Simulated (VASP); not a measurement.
Runs of VASP 6.6.1 on CaSe. The structure is that of space group Fm-3m (No. 225), or close to it. The cells are those of the table. 

| task | cell | cutoff (eV) | gap on the mesh (eV) | pressure (GPa) |
| --- | --- | --- | --- | --- |
| relaxation of the atoms | atoms relaxed from a = 4.140 Å, angles 60.0°, 2 atoms | 520 | 2.41 | 2.6 |
| single point | a = 4.252 Å, angles 60.0°, 2 atoms | 520 | (b) | -1.7 |
| single point | a = 4.140 Å, angles 60.0°, 2 atoms | 520 | 2.41 | 2.6 |
| single point | a = 4.224 Å, angles 60.0°, 2 atoms | 520 | 2.56 | -0.8 |
| single point | a = 4.111 Å, angles 60.0°, 2 atoms | 520 | 2.36 | 4.0 |
| relaxation of cell and atoms | relaxed from a = 4.180 Å, angles 60.0°, 2 atoms | 600 | 2.53 | 0.0 |
| single point | a = 4.196 Å, angles 60.0°, 2 atoms | 520 | 2.52 | 0.3 |
| relaxation of the atoms | atoms relaxed from a = 4.111 Å, angles 60.0°, 2 atoms | 520 | 2.36 | 4.0 |
| single point | a = 4.279 Å, angles 60.0°, 2 atoms | 520 | (a) | -2.5 |
| single point | a = 4.168 Å, angles 60.0°, 2 atoms | 520 | 2.47 | 1.4 |

Alike in all rows: level r2SCAN; potentials or basis VASP PAW PBE potentials, release 64 (Ca_sv, Se); no spin polarisation; k mesh 8 × 8 × 8; smearing fermi-dirac 0.02 eV.

Q: Fill in the values left out.

A: (a) 2.64; (b) 2.60.

Caveats: the PAW data sets were made with another functional, which shifts forces and pressure a little; the relaxation stopped at its first step, so nothing moved (at least some runs); the cell stands under pressure (at least some runs).

A k mesh can miss the band edges, and the runs leave out spin-orbit coupling on Se.
